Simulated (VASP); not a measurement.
# Te6Mo3H (a cell with a defect) in VASP: a series of runs, part 2 of 2

VASP 6.6.1. Earlier steps stand in the parts before.

### Step 3. Single point, PBEsol+D3(BJ)

INCAR

```
  ALGO = Normal
  EDIFF = 1E-6
  ENCUT = 400
  GGA = PS
  GGA_COMPAT = False
  ISIF = 2
  ISMEAR = 0
  IVDW = 12
  LASPH = True
  LCHARG = False
  LREAL = False
  LWAVE = False
  NBANDS = 50
  NELM = 120
  PREC = Accurate
  SIGMA = 0.05
```

KPOINTS

```
k-points
0
Gamma
  9 9 2
```

POSCAR

```
Te6Mo3H
1.0
    3.4334342720      0.0000000000      0.0000000000
   -1.7167171360      2.9734413017      0.0000000000
    0.0000000000      0.0000000000     20.7704294686
Te Mo H
6 3 1
Direct
    0.0000000000      0.0000000000      0.9125759363
    0.3333333333      0.6666666667      0.5917818730
    0.3333333333      0.6666666667      0.2333053354
    0.3333333333      0.6666666667      0.7666946646
    0.3333333333      0.6666666667      0.4082181270
    0.0000000000      0.0000000000      0.0874240637
    0.0000000000      0.0000000000      0.6791511892
    0.0000000000      0.0000000000      0.3208488108
    0.3333333333      0.6666666667      0.0000000000
   -0.3023098300     -0.6094882483      0.7523436347
```

Potentials or basis: VASP PAW PBE potentials, release 64 (Te, Mo_sv, H).

Started as:

```console
> cat potpaw_PBE.64/Te/POTCAR potpaw_PBE.64/Mo_sv/POTCAR potpaw_PBE.64/H/POTCAR > POTCAR
> mpirun -np 1 vasp_std > vasp.out
```

OUTCAR:

```text
EDIFF = 1E-6
   ENCUT = 400
   GGA = PS
   ISIF = 2
   ISMEAR = 0
   IVDW = 12
   LASPH = True
   LREAL = False
   NELM = 120
   PREC = Accurate
 IVDW          = 12

 ion  position               nearest neighbor table
   1  0.000  0.000  0.913-   9 2.69   9 2.69   9 2.69   4 3.62   4 3.62   4 3.62   6 3.63
   2  0.333  0.667  0.592-   7 2.69   7 2.69   7 2.69   4 3.63
   3  0.333  0.667  0.233-   8 2.69   8 2.69   8 2.69   6 3.62   6 3.62   6 3.62   5 3.63
   4  0.333  0.667  0.767-  10 1.92  10 1.93  10 2.17   7 2.69   7 2.69   7 2.69   1 3.62   1 3.62
                             1 3.62   2 3.63
   5  0.333  0.667  0.408-   8 2.69   8 2.69   8 2.69   3 3.63
   6  0.000  0.000  0.087-   9 2.69   9 2.69   9 2.69   3 3.62   3 3.62   3 3.62   1 3.63
   7  0.000  0.000  0.679-   2 2.69   2 2.69   2 2.69   4 2.69   4 2.69   4 2.69
   8  0.000  0.000  0.321-   5 2.69   5 2.69   5 2.69   3 2.69   3 2.69   3 2.69
   9  0.333  0.667  0.000-   1 2.69   6 2.69   1 2.69   6 2.69   1 2.69   6 2.69
  10  0.698  0.391  0.752-   4 1.92   4 1.93   4 2.17

  LATTYP: Found a hexagonal cell.
 ALAT       =     3.4334342720
 C/A-ratio  =     6.0494617992

  Lattice vectors:

 A1 = (   3.4334342720,   0.0000000000,   0.0000000000)
 A2 = (  -1.7167171360,   2.9734413017,   0.0000000000)
 A3 = (   0.0000000000,   0.0000000000,  20.7704294686)

Analysis of symmetry for initial positions (statically):
=====================================================================
 Subroutine PRICEL returns:
 Original cell was already a primitive cell.

 Routine SETGRP: Setting up the symmetry group for a
 hexagonal supercell.

 Subroutine GETGRP returns: Found  1 space group operations
 (whereof  1 operations were pure point group operations)
 out of a pool of 24 trial point group operations.

The static configuration has the point symmetry C_1 .

Analysis of symmetry for dynamics (positions and initial velocities):
=====================================================================
 Subroutine PRICEL returns:
 Original cell was already a primitive cell.

 Routine SETGRP: Setting up the symmetry group for a
 hexagonal supercell.

 Subroutine GETGRP returns: Found  1 space group operations
 (whereof  1 operations were pure point group operations)
 out of a pool of 24 trial point group operations.

The dynamic configuration has the point symmetry C_1 .

 Subroutine INISYM returns: Found  1 space group operations
 (whereof  1 operations are pure point group operations),
 and found     1 'primitive' translations

----------------------------------------------------------------------------------------

                                     Primitive cell

  volume of cell :     212.0477

  direct lattice vectors                    reciprocal lattice vectors
     3.433434272  0.000000000  0.000000000     0.291253573  0.168155329  0.000000000
    -1.716717136  2.973441302  0.000000000     0.000000000  0.336310658  0.000000000
     0.000000000  0.000000000 20.770429469     0.000000000  0.000000000  0.048145369

  length of vectors
     3.433434272  3.433434272 20.770429469     0.336310658  0.336310658  0.048145369

  position of ions in fractional coordinates (direct lattice)
     0.000000000  0.000000000  0.912575936
     0.333333333  0.666666667  0.591781873
[... 75 lines left out ...]
   k-points           NKPTS =     82   k-points in BZ     NKDIM =     82   number of bands    NBANDS=     50
   number of dos      NEDOS =    301   number of ions     NIONS =     10
   total plane-waves  NPLWV =  80640
   dimension x,y,z NGX =    24 NGY =   24 NGZ =  140
   dimension x,y,z NGXF=    48 NGYF=   48 NGZF=  280
   ions per type =               6   3   1
   NGX,Y,Z   is equivalent  to a cutoff of  11.62, 11.62, 11.21 a.u.
   NGXF,Y,Z  is equivalent  to a cutoff of  23.24, 23.24, 22.41 a.u.
 SYSTEM =  unknown system
   PREC   = accura    normal or accurate (medium, high low for compatibility)
   ISTART =      0    job   : 0-new  1-cont  2-samecut
   ICHARG =      2    charge: 1-file 2-atom 10-const
   ISPIN  =      1    spin polarized calculation?
   LNONCOLLINEAR =      F non collinear calculations
   LSORBIT =      F    spin-orbit coupling
   LASPH  =      T    aspherical Exc in radial PAW
   ENCUT  =  400.0 eV  29.40 Ry    5.42 a.u.   5.60  5.60 33.87*2*pi/ulx,y,z
   NELM   =    120;   NELMIN=  2; NELMDL= -5     # of ELM steps
   EDIFF  = 0.1E-05   stopping-criterion for ELM
   LREAL  =      F    real-space projection
   EDIFFG = 0.1E-04   stopping-criterion for IOM
   NSW    =      0    number of steps for IOM
   IBRION =     -1    ionic relax: 0-MD 1-quasi-New 2-CG
   NFREE  =      0    steps in history (QN), initial steepest desc. (CG)
   ISIF   =      2    stress and relaxation
   ISYM   =      2    0-nonsym 1-usesym 2-fastsym
   POTIM  = 0.5000    time-step for ionic-motion
   TEBEG  =    0.0;   TEEND  =   0.0 temperature during run
   PSTRESS=    0.0 pullay stress
   NELECT =      79.0000    total number of electrons
   NUPDOWN=      -1.0000    fix difference up-down
   EMIN   =  10.00;   EMAX   =-10.00  energy-range for DOS
   EFERMI =   0.00;   METHOD = LEGACY
   ISMEAR =     0;   SIGMA  =   0.05  broadening in eV -4-tet -1-fermi 0-gaus
   EFERMI_NEDOS =   21; number of points for ismear=-14 and -15
   IALGO  =     38    algorithm
   IMIX   =      4    mixing-type and parameters
     AMIX     =   0.40;   BMIX     =  1.00
     AMIX_MAG =   1.60;   BMIX_MAG =  1.00
  volume/ion in A,a.u.               =      21.20       143.10
  Fermi-wavevector in a.u.,A,eV,Ry     =   1.177984  2.226067 18.880069  1.387646
  Thomas-Fermi vector in A             =   2.314321
   LORBIT       =      0    0 simple, 1 ext, 2 COOP (PROOUT), +10 PAW based schemes
   GGA     = PS    functional components
   LHFCALC =     F    Hartree Fock is set to
   AEXX    =    0.0000 exact exchange contribution
   IVDW    =    12    specifies the selected vdW correction
   LEPSILON=     F    determine dielectric tensor
   LRPA    =     F    only Hartree local field effects (RPA)
 non-spin polarized calculation
 Gauss-broadening in eV      SIGMA  =   0.05
  energy-cutoff  :      400.00
  volume of cell :      212.05
 maximum number of plane-waves:      3908
   NGX = 11   NGY = 11   NGZ = 67

 number of electron      78.9999990 magnetization

 Free energy of the ion-electron system (eV)
  ---------------------------------------------------
  ext. energy  EPLUGINS =         0.00000000
  ---------------------------------------------------
  free energy    TOTEN  =       -59.74375300 eV

  energy without entropy =      -59.73928181  energy(sigma->0) =      -59.74151741

 E-fermi :   9.6676     XC(G=0): -10.9136

 val. band max:        9.6536117851   @ k =   0.4444  -0.1111   0.0000
 cond. band min:       9.6730350345   @ k =   0.1111   0.3333   0.0000
 fundamental gap:      0.0194232494
 Fermi energy:         9.6675554723

 k-point     1 :       0.0000    0.0000    0.0000
  band No.  band energies     occupation
      1     -51.8131      2.00000
      2     -51.6013      2.00000
      3     -51.5988      2.00000
      4     -26.1355      2.00000
      5     -25.8868      2.00000
      6     -25.8624      2.00000
[... 1261 lines left out ...]
     49      11.9911      0.00000
     50      12.2454      0.00000

 [... further k-points ...]

------------------------ aborting loop because EDIFF is reached ----------------------------------------

 Edisp (eV)   -5.04197

 E8    (eV) :    -3.4308

  FORCE on cell =-STRESS in cart. coord.  units (eV):
  Direction    XX          YY          ZZ          XY          YZ          ZX
  --------------------------------------------------------------------------------------
  -------------------------------------------------------------------------------------
  Total       4.11297     2.79649     2.87645     0.02437     0.10885    -0.00608
  in kB      31.07651    21.12955    21.73370     0.18413     0.82243    -0.04591
  external pressure =       24.65 kB  Pullay stress =        0.00 kB

 VOLUME and BASIS-vectors are now :
 -----------------------------------------------------------------------------
  energy-cutoff  :      400.00
  volume of cell :      212.05
      direct lattice vectors                 reciprocal lattice vectors
     3.433434272  0.000000000  0.000000000     0.291253573  0.168155329  0.000000000
    -1.716717136  2.973441302  0.000000000     0.000000000  0.336310658  0.000000000
     0.000000000  0.000000000 20.770429469     0.000000000  0.000000000  0.048145369

 POSITION                                       TOTAL-FORCE (eV/Angst)
 -----------------------------------------------------------------------------------
      0.00000      0.00000     18.95459         0.000103     -0.002383     -0.069480
     -0.00000      1.98229     12.29156        -0.001648     -0.020858     -0.071514
     -0.00000      1.98229      4.84585        -0.000011     -0.000164     -0.046173
     -0.00000      1.98229     15.92458         0.004054     -0.000011      2.046168
     -0.00000      1.98229      8.47887        -0.000011     -0.001632      0.055904
      0.00000      0.00000      1.81584         0.000108      0.003112      0.043631
      0.00000      0.00000     14.10626         0.008635     -0.037646     -1.675834
      0.00000      0.00000      6.66417         0.000008      0.000107      0.017135
     -0.00000      1.98229      0.00000        -0.000191     -0.009801     -0.023396
      1.72508      1.16116     15.62650        -0.011047      0.069276     -0.276441
 -----------------------------------------------------------------------------------
    total drift:                                0.000028      0.000020      0.000280

  FREE ENERGIE OF THE ION-ELECTRON SYSTEM (eV)
  ---------------------------------------------------
  free  energy   TOTEN  =       -64.7857256138 eV

  energy  without entropy=      -64.7812544197  energy(sigma->0) =      -64.78349002
```

Wall time 8.8 min (1 thread of AMD EPYC 9R45 (Zen 5), shared host); peak memory 0.56 GiB.

What came out:

```yaml
Free_energy: -64.7857 eV
Pressure: 2.5 GPa
Largest_force: 2.046 eV/Å
Band_gap_on_the_k_mesh: zero (an odd number of electrons rules out a gap without spin polarisation)
Dispersion_energy_per_atom: -0.504 eV
```

Forces on the atoms (eV/Å):
```
Te   0.000 -0.002 -0.069
Te  -0.002 -0.021 -0.072
Te   0.000  0.000 -0.046
Te   0.004  0.000  2.046
Te   0.000 -0.002  0.056
Te   0.000  0.003  0.044
Mo   0.009 -0.038 -1.676
Mo   0.000  0.000  0.017
Mo   0.000 -0.010 -0.023
H   -0.011  0.069 -0.276
```

Levels at points of the mesh, in eV from the Fermi level:
| k point | band 37 | band 38 | band 39 | band 40 | band 41 | band 42 |
| --- | --- | --- | --- | --- | --- | --- |
| (0.00, 0.00, 0.00) | -1.47 | -0.84 | -0.48 | -0.16 | 1.56 | 1.91 |
| (0.00, 0.00, 0.50) | -1.39 | -0.85 | -0.48 | -0.16 | 1.56 | 1.91 |

Caveat: the PAW data sets were made with another functional, which shifts forces and pressure a little; spin-orbit coupling is left out, which moves the levels of the heavy elements.

The gap in the log of VASP goes by the Fermi energy; the results here count the filled bands.